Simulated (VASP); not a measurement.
A run of VASP 6.6.1:

The input INCAR:

```
ALGO = Fast ; EDIFF = 1E-7
ENCUT = 520 ; GGA = PS
ISIF = 2 ; ISMEAR = 0
LASPH = True ; LCHARG = True
LELF = True ; LREAL = False
LVHAR = True ; LWAVE = False
NBANDS = 26 ; NELM = 100
PREC = Accurate ; SIGMA = 0.1
```

Contents of KPOINTS:

```
k-points
0
Gamma
  8 8 8
```

File POSCAR:

```
K3Pd
1.0
    5.2305339379      0.0000000000      0.0000000000
    0.0000000000      5.2305339379      0.0000000000
    0.0000000000      0.0000000000      5.2305339379
K Pd
3 1
Direct
    0.5000000000      0.5000000000      0.0000000000
    0.5000000000      0.0000000000      0.5000000000
    0.0000000000      0.5000000000      0.5000000000
    0.0000000000      0.0000000000      0.0000000000
```

Potentials or basis: VASP PAW PBE potentials, release 64 (K_sv, Pd).

The run is started by

```sh
$ cat potpaw_PBE.64/K_sv/POTCAR potpaw_PBE.64/Pd/POTCAR > POTCAR
$ mpirun -np 1 vasp_std > vasp.out
```

Hardware: 1 thread of Intel(R) Xeon(R) 6975P-C (Granite Rapids), with other jobs on the host.

**Question.** Estimate the wall time of this run.

**Answer.** It took 120 s on 1 thread of Intel(R) Xeon(R) 6975P-C (Granite Rapids), on a shared host, peak memory 0.3 GiB. Counts: scf iterations 21, k points 35.
